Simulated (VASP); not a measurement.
The system is SrO.

```
CELL_PARAMETERS angstrom
0.00000 2.53162 2.53162
2.53162 0.00000 2.53162
2.53162 2.53162 0.00000
ATOMIC_POSITIONS crystal
Sr 0.50000 0.50000 0.50000
O 0.00000 0.00000 0.00000
```

Program: VASP 6.6.1. Alike in all runs: task single point; no spin polarisation; cell as given; k mesh 9 × 9 × 9; cutoff (eV) 520; smearing fermi-dirac 0.05 eV.

**Question.** Order these runs on this cell by their pressure, lowest first.
A. level BLYP+D4; potentials or basis VASP PAW PBE potentials, release 64 (Sr_sv, O)
B. level RPBE; potentials or basis VASP PAW PBE potentials, release 64 (Sr_sv, O)
C. level PBEsol; potentials or basis VASP PAW PBE potentials, release 64 (Sr_sv, O)
D. level LDA; potentials or basis VASP PAW LDA potentials, release 64 (Sr_sv, O)
E. level revPBE+D3(BJ); potentials or basis VASP PAW PBE potentials, release 64 (Sr_sv, O)

**Answer.** D (0.9 GPa), C (4.3 GPa), E (6.0 GPa), A (8.1 GPa), B (11.7 GPa).

Caveats: the PAW data sets were made with another functional, which shifts forces and pressure a little (some runs).
